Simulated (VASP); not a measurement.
# Ge: single point with LDA

The system is Ge, a slab with vacuum.

```
CELL_PARAMETERS angstrom
3.70400 0.00000 0.00000
-1.85200 3.20776 0.00000
0.00000 0.00000 28.00000
ATOMIC_POSITIONS crystal
Ge 0.33333 0.66667 0.51786
Ge 0.66667 0.33333 0.48214
```

```
Program             : VASP 6.6.1
Task                : single point
Functional          : LDA
Potentials or basis : VASP PAW LDA potentials, release 64 (Ge_d)
Cutoff              : 520 eV
k mesh              : 12 × 12 × 1
Occupations         : gaussian, width 0.1 eV
Spin                : no spin polarisation
```

```yaml
Largest_force: 0.647 eV/Å
Band_gap_on_the_k_mesh: zero (bands 14 and 15 overlap by 1.17 eV)
Work_function_of_the_upper_face: 4.33 eV
Work_function_of_the_lower_face: 4.33 eV
```

Forces in eV/Å, atoms in the order of the input:
```
Ge   0.000  0.000 -0.647
Ge   0.000  0.000  0.647
```

Levels at points of the mesh, in eV from the Fermi level:
```
           k point  band 12  band 13  band 14  band 15  band 16  band 17
(0.00, 0.00, 0.00)    -4.58     0.68     0.68     1.02     2.92     4.10
(0.50, 0.00, 0.00)    -7.44    -1.80    -1.35     0.01     2.54     4.69
```

Run time: 4.7 min on 1 thread of Intel Xeon 8259CL (shared host), peak memory 0.36 GiB.
